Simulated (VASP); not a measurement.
Here is a VASP 6.6.1 calculation.

INCAR

```
SYSTEM = MgO
PREC = Accurate ; ENCUT = 840
EDIFF = 1E-6 ; ISMEAR = 0
SIGMA = 0.01 ; LREAL = .FALSE.
LASPH = .TRUE. ; NELM = 120
ALGO = Normal ; ISIF = 2
LWAVE = .FALSE. ; LCHARG = .TRUE.
GGA = PE ; LELF = .TRUE.
LVHAR = .TRUE. ; NBANDS = 15
GGA_COMPAT = .FALSE.
```

File KPOINTS:

```
Automatic mesh
0
G
  9 9 9
  0 0 0
```

POSCAR

```
MgO
1.0
    0.0000000000      2.1085000000      2.1085000000
    2.1085000000      0.0000000000      2.1085000000
    2.1085000000      2.1085000000      0.0000000000
Mg O
1 1
Direct
    0.0000000000      0.0000000000      0.0000000000
    0.5000000000      0.5000000000      0.5000000000
```

Potentials or basis: VASP PAW PBE potentials, release 64 (Mg_sv, O).

Command:

```console
$ cat potpaw_PBE.64/Mg_sv/POTCAR potpaw_PBE.64/O/POTCAR > POTCAR
$ mpirun -np 1 vasp_std > vasp.out
```

**Question.** Estimate the pressure.

**Answer.** 4.2 GPa.

**Question.** What does it give for the band gap on the k mesh?

**Answer.** 4.71 eV.

Caveat: the cell stands under pressure. PBE gaps usually lie below the measured ones, often by a third to a half.
